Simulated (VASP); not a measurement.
Au:

```xyz
2
Lattice="2.9000 0.0000 0.0000 -1.4500 2.5115 0.0000 0.0000 0.0000 4.8800" Properties=species:S:1:pos:R:3 pbc="T T T"
Au    1.4500    0.8372    1.2200
Au    0.0000    1.6743    3.6600
```

Base run:

* Program: VASP 6.6.1
* Functional: LDA
* Potentials or basis: VASP PAW LDA potentials, release 64 (Au)
* Cutoff: 520 eV
* k mesh: 11 × 11 × 6
* Occupations: fermi-dirac, width 0.05 eV
* Spin: no spin polarisation

Its results: band gap on the k mesh zero (band 11 reaches 12.18 eV, above the bottom of band 12 at 6.01 eV); pressure -10.4 GPa.

The run is repeated on the same cell with these changes: functional from LDA to r2SCAN; potentials or basis from VASP PAW LDA potentials, release 64 (Au) to VASP PAW PBE potentials, release 64 (Au). What comes out?

Band gap on the k mesh zero (band 11 reaches 12.46 eV, above the bottom of band 12 at 5.84 eV); pressure -1.4 GPa.

Caveats: spin-orbit coupling is left out, which moves the levels of the heavy elements; the PAW data sets were made with another functional, which shifts forces and pressure a little (some runs).
